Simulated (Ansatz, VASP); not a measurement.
# CdS in VASP and in Ansatz

```
Cd S
1.0
     0.00000    2.91195    2.91195
     2.91195    0.00000    2.91195
     2.91195    2.91195    0.00000
Cd S
1 1
Direct
  0.00000 0.00000 0.00000
  0.75000 0.75000 0.75000
```

Alike in both runs: functional PBEsol; k mesh 8 × 8 × 8; occupations gaussian, width 0.02 eV; no spin polarisation.

Ansatz relaxed the structure, and its values are those at the end. VASP's run is a single point on that final structure, the one shown.

```csv
,VASP,Ansatz
version,VASP 6.6.1,Ansatz 0.2.0
potentials or method,"VASP PAW PBE potentials, release 64 (Cd, S), cutoff 500 eV","scalar-relativistic, plane waves, PAW"
valence electrons in the cell,18,26
```

Ansatz gave:

- gap on the k mesh at the Fermi level (eV): 1.01
- least direct gap on the mesh (eV): 1.01
- pressure (GPa): 0.0

What did VASP give for the same quantities?

gap on the k mesh at the Fermi level (eV): 1.02; least direct gap on the mesh (eV): 1.02; pressure (GPa): 0.4.

VASP's potentials were made for PBE, not for PBEsol. The functional is the same, so the differences come from potentials, cutoffs and numerics. VASP's potentials hold 18 valence electrons a cell and Ansatz's 26, so a difference there can come from the potentials and not from the codes.
